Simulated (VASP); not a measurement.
Wanted: the native input for a VASP 6.6.1 run.

```
Task                   : single point
Functional             : PBE
Potentials or basis    : VASP PAW PBE potentials, release 64 (Ir, S)
Cutoff                 : 520 eV
k mesh                 : 10 × 10 × 10
Occupations            : gaussian, width 0.05 eV
Spin                   : no spin polarisation
Dipole correction      : no
Further INCAR settings : ALGO = Normal; EDIFF = 1e-06; NBANDS = 14
```

The structure of IrS lies in POSCAR:

```
IrS
1.0
    0.0000000000      2.6364931245      2.6364931245
    2.6364931245      0.0000000000      2.6364931245
    2.6364931245      2.6364931245      0.0000000000
Ir S
1 1
Direct
    0.0000000000      0.0000000000      0.0000000000
    0.2500000000      0.2500000000      0.2500000000
```

One way to write it, as run:

INCAR

```
SYSTEM = IrS
  PREC = Accurate
  ENCUT = 520
  EDIFF = 1E-6
  ISMEAR = 0
  SIGMA = 0.05
  LREAL = .FALSE.
  LASPH = .TRUE.
  NELM = 80
  ALGO = Normal
  ISIF = 2
  LWAVE = .FALSE.
  LCHARG = .TRUE.
  GGA = PE
  LELF = .TRUE.
  LVHAR = .TRUE.
  NBANDS = 14
```

KPOINTS

```
regular mesh
0
G
  10 10 10
  0 0 0
```

Potentials or basis: VASP PAW PBE potentials, release 64 (Ir, S).

Command:

```console
$ cat potpaw_PBE.64/Ir/POTCAR potpaw_PBE.64/S/POTCAR > POTCAR
$ mpirun -np 1 vasp_std > vasp.out
```

It gave:

- Pressure: 0.5 GPa
- Band gap on the k mesh: zero (an odd number of electrons rules out a gap without spin polarisation)

Caveat: spin-orbit coupling is left out, which moves the levels of the heavy elements.

Run time: 34 s on 1 thread of Intel Xeon 8259CL, with other jobs on the host, peak memory 0.17 GiB.
